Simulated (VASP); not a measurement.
Na2SrO2, 5 atoms in the cell. The structure is trigonal, space group P-3m1 (No. 164). Conventional cell: a = 3.600 Å, b = 3.600 Å, c = 6.451 Å, α = 90.00°, β = 90.00°, γ = 120.00°. Within 3.0 Å of Na (site symmetry 3m) lie 4 O at 2.30 to 2.88 Å and 3 Sr at 2.44 Å. Within 3.2 Å of Sr (site symmetry -3m) lie 6 Na at 2.44 Å and 6 O at 3.09 Å. Within 3.1 Å of O (site symmetry 3m) lie 4 Na at 2.30 to 2.88 Å and 3 O at 2.81 Å and 3 Sr at 3.09 Å. The cell was built from a structure type or drawn by symmetry, and may not be a known phase.

* Program: VASP 6.6.1
* Task: single point
* Functional: PBE
* Potentials or basis: VASP PAW PBE potentials, release 64 (Na_pv, Sr_sv, O)
* Cutoff: 520 eV
* k mesh: 6 × 6 × 4
* Occupations: gaussian, width 0.1 eV
* Spin: collinear spin, ferromagnetic start
* Starting moments: [0.0, 0.0, 0.0, 1.0, 1.0] μB
* Dipole correction: no
* Further INCAR settings: ALGO = Normal; EDIFF = 1e-07; NBANDS = 30

Potentials or basis: VASP PAW PBE potentials, release 64 (Na_pv, Sr_sv, O).

Launch:

```sh
$ cat potpaw_PBE.64/Na_pv/POTCAR potpaw_PBE.64/Sr_sv/POTCAR potpaw_PBE.64/O/POTCAR > POTCAR
$ mpirun -np 1 vasp_std > vasp.out
```

Hardware: 1 thread of Intel(R) Xeon(R) Platinum 8375C CPU @ 2.90GHz (Ice Lake), on a shared host.

Question: How long does it take, and how much memory?

Answer: Wall time 2.2 min on 1 thread of Intel(R) Xeon(R) Platinum 8375C CPU @ 2.90GHz (Ice Lake), on a shared host, peak memory 0.26 GiB. Counts: scf iterations 24, k points 24.
